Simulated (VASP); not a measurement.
# V (R-3m) in VASP: single point with PBEsol

Aim: the single point of V with PBEsol.

All numbers are computed with VASP 6.6.1; they aren't measurements. Logs are shortened: lines on timing, memory, paths and dates and some standing lists are left out, and cuts for length are marked.

## (1) The cell of the first run

It takes space group R-3m (No. 166, trigonal). The conventional cell has a = 2.574 Å, b = 2.574 Å, c = 20.889 Å, α = 90.00°, β = 90.00°, γ = 120.00°. V (site symmetry -3m) has 12 V at 2.57 to 2.76 Å within 3.4 Å. Within 3.4 Å of V (site symmetry 3m) lie 12 V at 2.57 to 2.76 Å.

## (2) Single point, PBEsol

Input file INCAR:

```
SYSTEM = V
ALGO = Normal
EDIFF = 1E-6
ENCUT = 520
GGA = PS
ISIF = 2
ISMEAR = 0
LASPH = .TRUE.
LCHARG = .FALSE.
LREAL = .FALSE.
LWAVE = .FALSE.
NBANDS = 26
NELM = 100
PREC = Accurate
SIGMA = 0.1
```

Input file KPOINTS:

```
k-points
0
G
  9 9 9
  0 0 0
```

Input file POSCAR:

```
V
1.0
    1.2869026544      0.7429935939      6.9631061432
   -1.2869026544      0.7429935939      6.9631061432
    0.0000000000     -1.4859871879      6.9631061432
V
3
Direct
    0.0000000000      0.0000000000      0.0000000000
    0.2222267453      0.2222267453      0.2222267453
    0.7777732547      0.7777732547      0.7777732547
```

Potentials or basis: VASP PAW PBE potentials, release 64 (V_sv).

Command:

```bash
$ cat potpaw_PBE.64/V_sv/POTCAR > POTCAR
$ mpirun -np 1 vasp_std > vasp.out
```

OUTCAR:

```text
SYSTEM = V
   EDIFF = 1E-6
   ENCUT = 520
   GGA = PS
   ISIF = 2
   ISMEAR = 0
   LASPH = .TRUE.
   LREAL = .FALSE.
   NELM = 100
   PREC = Accurate

 ion  position               nearest neighbor table
   1  0.000  0.000  0.000-   3 2.76   3 2.76   2 2.76   2 2.76   3 2.76   2 2.76
   2  0.222  0.222  0.222-   1 2.76   1 2.76   1 2.76   3 2.76   3 2.76   3 2.76
   3  0.778  0.778  0.778-   1 2.76   1 2.76   1 2.76   2 2.76   2 2.76   2 2.76

  LATTYP: Found a trigonal (rhomboedric) cell.
 ALAT       =     7.1199020417
 COS(alpha) =     0.9346608693

  Lattice vectors:

 A1 = (   1.2869026544,   0.7429935939,   6.9631061432)
 A2 = (  -1.2869026544,   0.7429935939,   6.9631061432)
 A3 = (   0.0000000000,  -1.4859871879,   6.9631061432)

Analysis of symmetry for initial positions (statically):
=====================================================================
 Subroutine PRICEL returns:
 Original cell was already a primitive cell.

 Routine SETGRP: Setting up the symmetry group for a
 trigonal (rhombohedral) supercell.

 Subroutine GETGRP returns: Found 12 space group operations
 (whereof 12 operations were pure point group operations)
 out of a pool of 12 trial point group operations.

The static configuration has the point symmetry D_3d.

Analysis of symmetry for dynamics (positions and initial velocities):
=====================================================================
 Subroutine PRICEL returns:
 Original cell was already a primitive cell.

 Routine SETGRP: Setting up the symmetry group for a
 trigonal (rhombohedral) supercell.

 Subroutine GETGRP returns: Found 12 space group operations
 (whereof 12 operations were pure point group operations)
 out of a pool of 12 trial point group operations.

The dynamic configuration has the point symmetry D_3d.

 Subroutine INISYM returns: Found 12 space group operations
 (whereof 12 operations are pure point group operations),
 and found     1 'primitive' translations

----------------------------------------------------------------------------------------

                                     Primitive cell

  volume of cell :      39.9471

  direct lattice vectors                    reciprocal lattice vectors
     1.286902654  0.742993594  6.963106143     0.388529776  0.224317771  0.047871356
    -1.286902654  0.742993594  6.963106143    -0.388529776  0.224317771  0.047871356
     0.000000000 -1.485987188  6.963106143     0.000000000 -0.448635541  0.047871356

  length of vectors
     7.119902042  7.119902042  7.119902042     0.451182353  0.451182353  0.451182353

  position of ions in fractional coordinates (direct lattice)
     0.000000000  0.000000000  0.000000000
     0.222226745  0.222226745  0.222226745
     0.777773255  0.777773255  0.777773255

  ion indices of the primitive-cell ions
   primitive index   ion index
                 1           1
                 2           2
                 3           3

----------------------------------------------------------------------------------------

 KPOINTS: k-points

Automatic generation of k-mesh.
 Grid dimensions read from file:
 generate k-points for:    9    9    9

 Generating k-lattice:

  Cartesian coordinates                     Fractional coordinates (reciprocal lattice)
     0.043169975  0.024924197  0.005319040     0.111111111 -0.000000000  0.000000000
    -0.043169975  0.024924197  0.005319040    -0.000000000  0.111111111  0.000000000
     0.000000000 -0.049848393  0.005319040     0.000000000  0.000000000  0.111111111

  Length of vectors
     0.050131373  0.050131373  0.050131373

  Shift w.r.t. Gamma in fractional coordinates (k-lattice)
     0.000000000  0.000000000  0.000000000

 Subroutine IBZKPT returns following result:
 ===========================================

 Found     85 irreducible k-points:

 Following reciprocal coordinates:
            Coordinates               Weight
  0.000000  0.000000  0.000000      1.000000
  0.111111  0.000000 -0.000000      6.000000
  0.222222 -0.000000  0.000000      6.000000
  0.333333  0.000000 -0.000000      6.000000
  0.444444 -0.000000  0.000000      6.000000
  0.111111  0.111111 -0.000000      6.000000
[... 16 lines left out ...]
 -0.333333  0.333333  0.000000      6.000000
  0.444444  0.444444  0.000000      6.000000
 [... further k-points ...]
   k-points           NKPTS =     85   k-points in BZ     NKDIM =     85   number of bands    NBANDS=     26
   number of dos      NEDOS =    301   number of ions     NIONS =      3
   total plane-waves  NPLWV = 157464
   dimension x,y,z NGX =    54 NGY =   54 NGZ =   54
   dimension x,y,z NGXF=   108 NGYF=  108 NGZF=  108
   ions per type =               3
   NGX,Y,Z   is equivalent  to a cutoff of  12.61, 12.61, 12.61 a.u.
   NGXF,Y,Z  is equivalent  to a cutoff of  25.22, 25.22, 25.22 a.u.
 SYSTEM =  V
   PREC   = accura    normal or accurate (medium, high low for compatibility)
   ISTART =      0    job   : 0-new  1-cont  2-samecut
   ICHARG =      2    charge: 1-file 2-atom 10-const
   ISPIN  =      1    spin polarized calculation?
   LNONCOLLINEAR =      F non collinear calculations
   LSORBIT =      F    spin-orbit coupling
   LASPH  =      T    aspherical Exc in radial PAW
   ENCUT  =  520.0 eV  38.22 Ry    6.18 a.u.  13.24 13.24 13.24*2*pi/ulx,y,z
   NELM   =    100;   NELMIN=  2; NELMDL= -5     # of ELM steps
   EDIFF  = 0.1E-05   stopping-criterion for ELM
   LREAL  =      F    real-space projection
   EDIFFG = 0.1E-04   stopping-criterion for IOM
   NSW    =      0    number of steps for IOM
   IBRION =     -1    ionic relax: 0-MD 1-quasi-New 2-CG
   NFREE  =      0    steps in history (QN), initial steepest desc. (CG)
   ISIF   =      2    stress and relaxation
   ISYM   =      2    0-nonsym 1-usesym 2-fastsym
   POTIM  = 0.5000    time-step for ionic-motion
   TEBEG  =    0.0;   TEEND  =   0.0 temperature during run
   PSTRESS=    0.0 pullay stress
   NELECT =      39.0000    total number of electrons
   NUPDOWN=      -1.0000    fix difference up-down
   EMIN   =  10.00;   EMAX   =-10.00  energy-range for DOS
   EFERMI =   0.00;   METHOD = LEGACY
   ISMEAR =     0;   SIGMA  =   0.10  broadening in eV -4-tet -1-fermi 0-gaus
   EFERMI_NEDOS =   21; number of points for ismear=-14 and -15
   IALGO  =     38    algorithm
   IMIX   =      4    mixing-type and parameters
     AMIX     =   0.40;   BMIX     =  1.00
     AMIX_MAG =   1.60;   BMIX_MAG =  1.00
  volume/ion in A,a.u.               =      13.32        89.86
  Fermi-wavevector in a.u.,A,eV,Ry     =   1.624057  3.069023 35.886213  2.637562
  Thomas-Fermi vector in A             =   2.717406
   LORBIT       =      0    0 simple, 1 ext, 2 COOP (PROOUT), +10 PAW based schemes
   GGA     = PS    functional components
   LHFCALC =     F    Hartree Fock is set to
   AEXX    =    0.0000 exact exchange contribution
   IVDW    =     0    specifies the selected vdW correction
   LEPSILON=     F    determine dielectric tensor
   LRPA    =     F    only Hartree local field effects (RPA)
 non-spin polarized calculation
 Gauss-broadening in eV      SIGMA  =   0.10
  energy-cutoff  :      520.00
  volume of cell :       39.95
 maximum number of plane-waves:      1088
 NGX is ok and might be reduce to    54
   NGX = 27   NGY = 27   NGZ = 27

 number of electron      39.0000006 magnetization

 Free energy of the ion-electron system (eV)
  ---------------------------------------------------
  ext. energy  EPLUGINS =         0.00000000
  ---------------------------------------------------
  free energy    TOTEN  =       -28.13605153 eV

  energy without entropy =      -28.10925187  energy(sigma->0) =      -28.12265170

 E-fermi :  10.0509     XC(G=0): -13.1071

 val. band max:       10.0505254669   @ k =  -0.1111   0.4444   0.1111
 cond. band min:      10.0527931634   @ k =   0.4444   0.2222   0.1111
 fundamental gap:      0.0022676965
 Fermi energy:        10.0509404016

 k-point     1 :       0.0000    0.0000    0.0000
  band No.  band energies     occupation
      1     -53.6999      2.00000
      2     -53.6039      2.00000
      3     -53.5974      2.00000
      4     -27.7803      2.00000
      5     -27.7566      2.00000
      6     -27.2037      2.00000
[... 18 lines left out ...]
     25      12.0202      0.00000
     26      12.0202      0.00000

 k-point     2 :       0.1111    0.0000   -0.0000
  band No.  band energies     occupation
      1     -53.6744      2.00000
      2     -53.5859      2.00000
      3     -53.5754      2.00000
      4     -27.7701      2.00000
      5     -27.7202      2.00000
      6     -27.2091      2.00000
[... 18 lines left out ...]
     25      11.6813      0.00000
     26      11.8258      0.00000

 k-point     3 :       0.2222   -0.0000    0.0000
  band No.  band energies     occupation
      1     -53.6085      2.00000
      2     -53.5374      2.00000
      3     -53.5229      2.00000
      4     -27.7311      2.00000
      5     -27.6814      2.00000
      6     -27.4655      2.00000
[... 18 lines left out ...]
     25      11.5889      0.00000
     26      11.8431      0.00000

 k-point     4 :       0.3333    0.0000   -0.0000
  band No.  band energies     occupation
      1     -53.5299      2.00000
      2     -53.4801      2.00000
      3     -53.4668      2.00000
      4     -27.8447      2.00000
      5     -27.8336      2.00000
      6     -27.7562      2.00000
[... 18 lines left out ...]
     25      12.4160      0.00000
     26      12.8180      0.00000
[... 496 lines left out ...]
      1     -53.4444      2.00000
      2     -53.4339      2.00000
      3     -53.4167      2.00000
      4     -27.9279      2.00000
      5     -27.8816      2.00000
      6     -27.8339      2.00000
[... 18 lines left out ...]
     25      12.5843      0.00000
     26      13.0583      0.00000

 k-point    23 :      -0.3333    0.3333    0.0000
  band No.  band energies     occupation
      1     -53.4271      2.00000
      2     -53.4171      2.00000
      3     -53.4171      2.00000
      4     -27.7984      2.00000
      5     -27.7902      2.00000
      6     -27.7496      2.00000
[... 18 lines left out ...]
     25      12.6914      0.00000
     26      12.9243      0.00000

 k-point    24 :       0.4444    0.4444    0.0000
  band No.  band energies     occupation
      1     -53.4678      2.00000
      2     -53.4561      2.00000
      3     -53.4264      2.00000
      4     -28.0534      2.00000
      5     -28.0009      2.00000
      6     -27.9391      2.00000
[... 18 lines left out ...]
     25      13.3194      0.00000
     26      13.6754      0.00000

 [... further k-points ...]

------------------------ aborting loop because EDIFF is reached ----------------------------------------

  FORCE on cell =-STRESS in cart. coord.  units (eV):
  Direction    XX          YY          ZZ          XY          YZ          ZX
  --------------------------------------------------------------------------------------
  -------------------------------------------------------------------------------------
  Total        0.0968370      0.0968370      0.0551548      0.0000000     -0.0000000      0.0000000
  in kB        3.8838887      3.8838887      2.2121227      0.0000000     -0.0000000      0.0000000
  external PRESSURE =       3.3266334 kB  Pullay stress =       0.0000000 kB

 VOLUME and BASIS-vectors are now :
 -----------------------------------------------------------------------------
  energy-cutoff  :      520.00
  volume of cell :       39.95
      direct lattice vectors                 reciprocal lattice vectors
     1.286902654  0.742993594  6.963106143     0.388529776  0.224317771  0.047871356
    -1.286902654  0.742993594  6.963106143    -0.388529776  0.224317771  0.047871356
     0.000000000 -1.485987188  6.963106143     0.000000000 -0.448635541  0.047871356

 POSITION                                       TOTAL-FORCE (eV/Angst)
 -----------------------------------------------------------------------------------
      0.00000      0.00000      0.00000         0.000000      0.000000     -0.000000
      0.00000     -0.00000      4.64217         0.000000     -0.000000      0.007435
      0.00000     -0.00000     16.24715         0.000000      0.000000     -0.007435
 -----------------------------------------------------------------------------------
    total drift:                                0.000000      0.000000      0.000000

  FREE ENERGIE OF THE ION-ELECTRON SYSTEM (eV)
  ---------------------------------------------------
  free  energy   TOTEN  =       -28.1360515332 eV

  energy  without entropy=      -28.1092518725  energy(sigma->0) =      -28.12265170
```

Wall time 16 min (1 thread of Intel Xeon Platinum 8488C (Sapphire Rapids), shared host); peak memory 0.39 GiB.

Results:

| Item | Value |
| --- | --- |
| Free energy | -28.1361 eV |
| Pressure | 0.3 GPa |
| Largest force | 0.007 eV/Å |
| Band gap on the k mesh | zero (an odd number of electrons rules out a gap without spin polarisation) |

Forces in eV/Å, atoms in the order of the input:
```
V    0.000  0.000  0.000
V    0.000  0.000  0.007
V    0.000  0.000 -0.007
```

Caveat: the PAW data sets were made with another functional, which shifts forces and pressure a little.
